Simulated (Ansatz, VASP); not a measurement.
# Ir: VASP beside Ansatz

```
Ir
1.0
     3.54085    2.04431    5.56676
    -3.54085    2.04431    5.56676
     0.00000   -4.08863    5.56676
Ir
12
Direct
  0.01218 0.65914 0.01218
  0.01218 0.01218 0.65914
  0.65914 0.01218 0.01218
  0.98782 0.34086 0.98782
  0.34086 0.98782 0.98782
  0.98782 0.98782 0.34086
  0.24083 0.59853 0.24083
  0.24083 0.24083 0.59853
  0.59853 0.24083 0.24083
  0.75917 0.40147 0.75917
  0.40147 0.75917 0.75917
  0.75917 0.75917 0.40147
```

Alike in both runs: functional PBE; k mesh 9 × 9 × 9; occupations gaussian, width 0.1 eV; no spin polarisation.

Ansatz relaxed the structure, and its values are those at the end. VASP's run is a single point on that final structure, the one shown.

```csv
,VASP,Ansatz
version,VASP 6.6.1,Ansatz 0.2.0
potentials or method,"VASP PAW PBE potentials, release 64 (Ir), cutoff 520 eV","scalar-relativistic, plane waves, PAW"
valence electrons in the cell,108,204
```

|  | VASP | Ansatz | Ansatz less VASP |
| --- | --- | --- | --- |
| gap on the k mesh at the Fermi level (eV) | none | none | - |
| pressure (GPa) | 0.0 | 0.0 | -0.01 |
| rms of the force components (eV/Å) | 0.021 | 0.001 | -0.0203 |

A gap of «none» marks a metal or a gap that the smearing closes. With one functional, cell and mesh, what is left measures potentials, basis and numerics. VASP's potentials hold 108 valence electrons a cell and Ansatz's 204, so a difference there can come from the potentials and not from the codes.

Spin-orbit coupling is off throughout.
